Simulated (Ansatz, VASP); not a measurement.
**WSe2 in VASP and in Ansatz**

```
W Se
1.0
     3.32779    0.00000    0.00000
    -1.66389    2.88195    0.00000
     0.00000    0.00000    6.80166
W Se
1 2
Direct
  0.00000 0.00000 0.00000
  0.33333 0.66667 0.27624
  0.33333 0.66667 0.72376
```

Alike in both runs: task single point; functional PBE; dispersion D3(BJ); k mesh 9 × 9 × 4; occupations gaussian, width 0.05 eV; no spin polarisation.

|  | VASP | Ansatz |
| --- | --- | --- |
| version | VASP 6.6.1 | Ansatz 0.2.0 |
| potentials or method | VASP PAW PBE potentials, release 64 (W_sv, Se), cutoff 520 eV | scalar-relativistic, plane waves, PAW |
| valence electrons in the cell | 26 | 46 |

```tsv
	VASP	Ansatz	Ansatz less VASP
gap on the k mesh at the Fermi level (eV)	0.58	0.58	0.000
least direct gap on the mesh (eV)	1.28	1.29	+0.001
pressure (GPa)	-13.4	-13.5	-0.16
traceless stress, the component that is largest in VASP (GPa)	-5.97	-6.02	-0.053
rms of the force components (eV/Å)	1.503	1.514	+0.0111
```

Atom by atom the forces differ by 0.011 eV/Å (rms over components). VASP's potentials hold 26 valence electrons a cell and Ansatz's 46, so a difference there can come from the potentials and not from the codes.

Neither program's run includes spin-orbit coupling.
